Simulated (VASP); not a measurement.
AlNi, 6 atoms in the cell. The structure is monoclinic, space group Cm (No. 8). The conventional cell has a = 4.091 Å, b = 4.091 Å, c = 8.785 Å, α = 90.00°, β = 98.93°, γ = 90.00°. Al (site symmetry m) has 8 Ni at 2.51 Å and 6 Al at 2.89 to 3.20 Å within 3.3 Å. Within 2.1 Å of Al (site symmetry m) lie 1 Ni at 1.60 Å. Al (site symmetry m) has 8 Ni at 2.51 Å and 6 Al at 2.89 Å within 3.3 Å. Ni (site symmetry m) has 1 Al at 1.60 Å within 2.1 Å. Ni (site symmetry m) has 8 Al at 2.51 Å and 6 Ni at 2.89 to 3.20 Å within 3.3 Å. Ni (site symmetry m) has 8 Al at 2.51 Å and 6 Ni at 2.89 Å within 3.3 Å. 

| Property | Result |
| --- | --- |
| Program | VASP 6.6.1 |
| Task | single point |
| Functional | PBE |
| Potentials or basis | VASP PAW PBE potentials, release 64 (Al, Ni) |
| Cutoff | 520 eV |
| k mesh | 15 × 15 × 5 |
| Occupations | gaussian, width 0.15 eV |
| Spin | no spin polarisation |
| Dipole correction | no |
| Further INCAR settings | ALGO = Fast; EDIFF = 1e-07; NBANDS = 28 |

Potentials or basis: VASP PAW PBE potentials, release 64 (Al, Ni).

The run is started by

```sh
$ cat potpaw_PBE.64/Al/POTCAR potpaw_PBE.64/Ni/POTCAR > POTCAR
$ mpirun -np 1 vasp_std > vasp.out
```

Hardware: 1 thread of Oxide Virtual Turin-like Processor (shared host).

Q: How long does it take, and how much memory?

A: It took 16 min on 1 thread of Oxide Virtual Turin-like Processor (shared host), peak memory 0.54 GiB. Counts: scf iterations 21, k points 304.
